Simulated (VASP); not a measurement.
# SnO2 (I4_1/amd) in VASP: single point with LDA

Aim: the single point of SnO2 with LDA.

All numbers are computed with VASP 6.6.1; they aren't measurements. Logs are shortened: lines on timing, memory, paths and dates and some standing lists are left out, and cuts for length are marked.

## (1) The cell of the first run

Symmetry: I4_1/amd, No. 141, tetragonal system. Conventional cell: a = 4.093 Å, b = 4.093 Å, c = 10.547 Å, α = 90.00°, β = 90.00°, γ = 90.00°. Within 2.8 Å of Sn (site symmetry -4m2) lie 6 O at 2.10 to 2.12 Å. O (site symmetry 2mm) has 3 Sn at 2.10 to 2.12 Å and 2 O at 2.57 Å within 2.8 Å.

## (2) Single point, LDA (14.72 Å³/atom)

The input, INCAR:

```
ALGO     = Normal         # electronic algorithm
EDIFF    = 1E-6           # SCF threshold, eV
ENCUT    = 520            # plane-wave cutoff, eV
ISIF     = 2              # what is computed and relaxed
ISMEAR   = 0              # smearing method
LASPH    = True           # aspherical terms in the spheres
LCHARG   = False          # write CHGCAR
LREAL    = False          # projectors in reciprocal space
LWAVE    = False          # write WAVECAR
NBANDS   = 35             # bands
NELM     = 100            # most SCF steps
PREC     = Accurate       # precision mode
SIGMA    = 0.02           # smearing width, eV
```

The input, KPOINTS:

```
k-points
0
Gamma
  10 10 10
```

The input, POSCAR:

```
SnO2
1.0
   -2.0465541248      2.0465541248      5.2733456457
    2.0465541248     -2.0465541248      5.2733456457
    2.0465541248      2.0465541248     -5.2733456457
Sn O
2 4
Direct
    0.7500000000      0.2500000000      0.5000000000
    0.0000000000      0.0000000000      0.0000000000
    0.8012241299      0.8012241299      0.0000000000
    0.9487758701      0.4487758701      0.5000000000
    0.1987758701      0.1987758701      0.0000000000
    0.5512241299      0.0512241299      0.5000000000
```

Potentials or basis: VASP PAW LDA potentials, release 64 (Sn_d, O).

The run is started by

```bash
cat potpaw_LDA.64/Sn_d/POTCAR potpaw_LDA.64/O/POTCAR > POTCAR
mpirun -np 1 vasp_std > vasp.out
```

OUTCAR:

```text
EDIFF = 1E-6
   ENCUT = 520
   ISIF = 2
   ISMEAR = 0
   LASPH = True
   LREAL = False
   NELM = 100
   PREC = Accurate

 ion  position               nearest neighbor table
   1  0.750  0.250  0.500-   4 2.10   6 2.10   5 2.12   3 2.12   3 2.12   5 2.12   2 3.34   2 3.34
                             2 3.34   2 3.34
   2  0.000  0.000  0.000-   3 2.10   5 2.10   4 2.12   6 2.12   6 2.12   4 2.12   1 3.34   1 3.34
                             1 3.34   1 3.34
   3  0.801  0.801  0.000-   2 2.10   1 2.12   1 2.12
   4  0.949  0.449  0.500-   1 2.10   2 2.12   2 2.12
   5  0.199  0.199  0.000-   2 2.10   1 2.12   1 2.12
   6  0.551  0.051  0.500-   1 2.10   2 2.12   2 2.12

  LATTYP: Found a body centered tetragonal cell.
 ALAT       =     4.0931082496
 C/A-ratio  =     2.5766949341

  Lattice vectors:

 A1 = (  -2.0465541248,   2.0465541248,   5.2733456457)
 A2 = (   2.0465541248,  -2.0465541248,   5.2733456457)
 A3 = (   2.0465541248,   2.0465541248,  -5.2733456457)

Analysis of symmetry for initial positions (statically):
=====================================================================
 Subroutine PRICEL returns:
 Original cell was already a primitive cell.

 Routine SETGRP: Setting up the symmetry group for a
 body centered tetragonal supercell.

 Subroutine GETGRP returns: Found 16 space group operations
 (whereof  8 operations were pure point group operations)
 out of a pool of 16 trial point group operations.

The static configuration has the point symmetry D_2d.
 The point group associated with its full space group is D_4h.

Analysis of symmetry for dynamics (positions and initial velocities):
=====================================================================
 Subroutine PRICEL returns:
 Original cell was already a primitive cell.

 Routine SETGRP: Setting up the symmetry group for a
 body centered tetragonal supercell.

 Subroutine GETGRP returns: Found 16 space group operations
 (whereof  8 operations were pure point group operations)
 out of a pool of 16 trial point group operations.

The dynamic configuration has the point symmetry D_2d.
 The point group associated with its full space group is D_4h.

 Subroutine INISYM returns: Found 16 space group operations
 (whereof  8 operations are pure point group operations),
 and found     1 'primitive' translations

----------------------------------------------------------------------------------------

                                     Primitive cell

  volume of cell :      88.3472

  direct lattice vectors                    reciprocal lattice vectors
    -2.046554125  2.046554125  5.273345646     0.000000000  0.244313109  0.094816466
     2.046554125 -2.046554125  5.273345646     0.244313109  0.000000000  0.094816466
     2.046554125  2.046554125 -5.273345646     0.244313109  0.244313109  0.000000000

  length of vectors
     6.015392080  6.015392080  6.015392080     0.262066895  0.262066895  0.345510912

  position of ions in fractional coordinates (direct lattice)
     0.750000000  0.250000000  0.500000000
     0.000000000  0.000000000  0.000000000
     0.801224130  0.801224130  0.000000000
     0.948775870  0.448775870  0.500000000
     0.198775870  0.198775870  0.000000000
     0.551224130  0.051224130  0.500000000

  ion indices of the primitive-cell ions
   primitive index   ion index
                 1           1
                 2           2
                 3           3
                 4           4
                 5           5
                 6           6

----------------------------------------------------------------------------------------

 KPOINTS: k-points

Automatic generation of k-mesh.
 Grid dimensions read from file:
 generate k-points for:   10   10   10

 Generating k-lattice:

  Cartesian coordinates                     Fractional coordinates (reciprocal lattice)
     0.000000000  0.024431311  0.009481647     0.100000000 -0.000000000  0.000000000
     0.024431311  0.000000000  0.009481647    -0.000000000  0.100000000  0.000000000
     0.024431311  0.024431311  0.000000000     0.000000000  0.000000000  0.100000000

  Length of vectors
     0.026206689  0.026206689  0.034551091

  Shift w.r.t. Gamma in fractional coordinates (k-lattice)
     0.000000000  0.000000000  0.000000000

 Subroutine IBZKPT returns following result:
 ===========================================

 Found    102 irreducible k-points:

 Following reciprocal coordinates:
            Coordinates               Weight
  0.000000  0.000000  0.000000      1.000000
  0.100000 -0.000000  0.000000      8.000000
  0.200000 -0.000000  0.000000      8.000000
  0.300000  0.000000  0.000000      8.000000
  0.400000 -0.000000  0.000000      8.000000
  0.500000  0.000000 -0.000000      4.000000
[... 16 lines left out ...]
  0.300000  0.300000 -0.000000      8.000000
  0.400000  0.300000  0.000000     16.000000
 [... further k-points ...]
   k-points           NKPTS =    102   k-points in BZ     NKDIM =    102   number of bands    NBANDS=     35
   number of dos      NEDOS =    301   number of ions     NIONS =      6
   total plane-waves  NPLWV = 110592
   dimension x,y,z NGX =    48 NGY =   48 NGZ =   48
   dimension x,y,z NGXF=    96 NGYF=   96 NGZF=   96
   ions per type =               2   4
   NGX,Y,Z   is equivalent  to a cutoff of  13.27, 13.27, 13.27 a.u.
   NGXF,Y,Z  is equivalent  to a cutoff of  26.53, 26.53, 26.53 a.u.
 SYSTEM =  unknown system
   PREC   = accura    normal or accurate (medium, high low for compatibility)
   ISTART =      0    job   : 0-new  1-cont  2-samecut
   ICHARG =      2    charge: 1-file 2-atom 10-const
   ISPIN  =      1    spin polarized calculation?
   LNONCOLLINEAR =      F non collinear calculations
   LSORBIT =      F    spin-orbit coupling
   LASPH  =      T    aspherical Exc in radial PAW
   ENCUT  =  520.0 eV  38.22 Ry    6.18 a.u.  11.18 11.18 11.18*2*pi/ulx,y,z
   NELM   =    100;   NELMIN=  2; NELMDL= -5     # of ELM steps
   EDIFF  = 0.1E-05   stopping-criterion for ELM
   LREAL  =      F    real-space projection
   EDIFFG = 0.1E-04   stopping-criterion for IOM
   NSW    =      0    number of steps for IOM
   IBRION =     -1    ionic relax: 0-MD 1-quasi-New 2-CG
   NFREE  =      0    steps in history (QN), initial steepest desc. (CG)
   ISIF   =      2    stress and relaxation
   ISYM   =      2    0-nonsym 1-usesym 2-fastsym
   POTIM  = 0.5000    time-step for ionic-motion
   TEBEG  =    0.0;   TEEND  =   0.0 temperature during run
   PSTRESS=    0.0 pullay stress
   NELECT =      52.0000    total number of electrons
   NUPDOWN=      -1.0000    fix difference up-down
   EMIN   =  10.00;   EMAX   =-10.00  energy-range for DOS
   EFERMI =   0.00;   METHOD = LEGACY
   ISMEAR =     0;   SIGMA  =   0.02  broadening in eV -4-tet -1-fermi 0-gaus
   EFERMI_NEDOS =   21; number of points for ismear=-14 and -15
   IALGO  =     38    algorithm
   IMIX   =      4    mixing-type and parameters
     AMIX     =   0.40;   BMIX     =  1.00
     AMIX_MAG =   1.60;   BMIX_MAG =  1.00
  volume/ion in A,a.u.               =      14.72        99.37
  Fermi-wavevector in a.u.,A,eV,Ry     =   1.371971  2.592650 25.610320  1.882305
  Thomas-Fermi vector in A             =   2.497620
   LORBIT       =      0    0 simple, 1 ext, 2 COOP (PROOUT), +10 PAW based schemes
   GGA     = CA    functional components
   LHFCALC =     F    Hartree Fock is set to
   AEXX    =    0.0000 exact exchange contribution
   IVDW    =     0    specifies the selected vdW correction
   LEPSILON=     F    determine dielectric tensor
   LRPA    =     F    only Hartree local field effects (RPA)
 non-spin polarized calculation
 Gauss-broadening in eV      SIGMA  =   0.02
  energy-cutoff  :      520.00
  volume of cell :       88.35
 maximum number of plane-waves:      2409
 NGX is ok and might be reduce to    48
   NGX = 23   NGY = 23   NGZ = 23

 number of electron      52.0000005 magnetization

 Free energy of the ion-electron system (eV)
  ---------------------------------------------------
  ext. energy  EPLUGINS =         0.00000000
  ---------------------------------------------------
  free energy    TOTEN  =       -41.43266330 eV

  energy without entropy =      -41.43266330  energy(sigma->0) =      -41.43266330

 E-fermi :   3.1000     XC(G=0): -10.4824

 val. band max:        2.9713231226   @ k =  -0.4000   0.4000   0.0000
 cond. band min:       3.9131045267   @ k =   0.0000   0.0000   0.0000
 fundamental gap:      0.9417814041
 Fermi energy:         3.0999576037

 k-point     1 :       0.0000    0.0000    0.0000
  band No.  band energies     occupation
      1     -17.2283      2.00000
      2     -17.1780      2.00000
      3     -17.0785      2.00000
      4     -16.7335      2.00000
      5     -16.6209      2.00000
      6     -16.6209      2.00000
[... 27 lines left out ...]
     34      14.1983      0.00000
     35      14.1983      0.00000

 k-point     2 :       0.1000   -0.0000    0.0000
  band No.  band energies     occupation
      1     -17.2415      2.00000
      2     -17.1400      2.00000
      3     -17.0714      2.00000
      4     -16.7342      2.00000
      5     -16.6228      2.00000
      6     -16.6186      2.00000
[... 27 lines left out ...]
     34      13.8991      0.00000
     35      14.0535      0.00000

 k-point     3 :       0.2000   -0.0000    0.0000
  band No.  band energies     occupation
      1     -17.2504      2.00000
      2     -17.0871      2.00000
      3     -17.0311      2.00000
      4     -16.7352      2.00000
      5     -16.6276      2.00000
      6     -16.6126      2.00000
[... 27 lines left out ...]
     34      13.4887      0.00000
     35      13.7443      0.00000
[... 723 lines left out ...]
 k-point    23 :       0.3000    0.3000   -0.0000
  band No.  band energies     occupation
      1     -17.1703      2.00000
      2     -17.0662      2.00000
      3     -16.8139      2.00000
      4     -16.6850      2.00000
      5     -16.6415      2.00000
      6     -16.5728      2.00000
[... 27 lines left out ...]
     34      13.5425      0.00000
     35      14.6433      0.00000

 k-point    24 :       0.4000    0.3000    0.0000
  band No.  band energies     occupation
      1     -17.1334      2.00000
      2     -17.0379      2.00000
      3     -16.7837      2.00000
      4     -16.6913      2.00000
      5     -16.6385      2.00000
      6     -16.5575      2.00000
[... 27 lines left out ...]
     34      13.6761      0.00000
     35      14.8791      0.00000

 [... further k-points ...]

------------------------ aborting loop because EDIFF is reached ----------------------------------------

  FORCE on cell =-STRESS in cart. coord.  units (eV):
  Direction    XX          YY          ZZ          XY          YZ          ZX
  --------------------------------------------------------------------------------------
  -------------------------------------------------------------------------------------
  Total       -6.6502606     -6.6502606     -6.4514946      0.0000000      0.0000000      0.0000000
  in kB     -120.6025650   -120.6025650   -116.9979418      0.0000000      0.0000000      0.0000000
  external PRESSURE =    -119.4010239 kB  Pullay stress =       0.0000000 kB

 VOLUME and BASIS-vectors are now :
 -----------------------------------------------------------------------------
  energy-cutoff  :      520.00
  volume of cell :       88.35
      direct lattice vectors                 reciprocal lattice vectors
    -2.046554125  2.046554125  5.273345646     0.000000000  0.244313109  0.094816466
     2.046554125 -2.046554125  5.273345646     0.244313109  0.000000000  0.094816466
     2.046554125  2.046554125 -5.273345646     0.244313109  0.244313109  0.000000000

 POSITION                                       TOTAL-FORCE (eV/Angst)
 -----------------------------------------------------------------------------------
      0.00000      2.04655      2.63667        -0.000000     -0.000000      0.000000
      0.00000      0.00000      0.00000        -0.000000     -0.000000     -0.000000
      0.00000      0.00000      8.45026        -0.000000     -0.000000     -0.035937
      0.00000      2.04655      4.73310         0.000000      0.000000      0.035937
      0.00000      0.00000      2.09643         0.000000      0.000000      0.035937
      0.00000      2.04655      0.54025         0.000000      0.000000     -0.035937
 -----------------------------------------------------------------------------------
    total drift:                               -0.000000     -0.000000      0.000000

  FREE ENERGIE OF THE ION-ELECTRON SYSTEM (eV)
  ---------------------------------------------------
  free  energy   TOTEN  =       -41.4326632965 eV

  energy  without entropy=      -41.4326632965  energy(sigma->0) =      -41.43266330
```

It took 9 min on 1 thread of Intel Xeon 8259CL, shared host; peak memory 0.42 GiB.

Results:

* Free energy: -41.4327 eV
* Pressure: -11.9 GPa
* Largest force: 0.036 eV/Å
* Band gap on the k mesh: 0.94 eV (least direct gap 1.19 eV)

Forces on the atoms (eV/Å):
```
Sn   0.000  0.000  0.000
Sn   0.000  0.000  0.000
O    0.000  0.000 -0.036
O    0.000  0.000  0.036
O    0.000  0.000  0.036
O    0.000  0.000 -0.036
```

Caveat: the cell stands under tension; spin-orbit coupling is left out, which moves the levels of the heavy elements. A k mesh can miss the band edges.
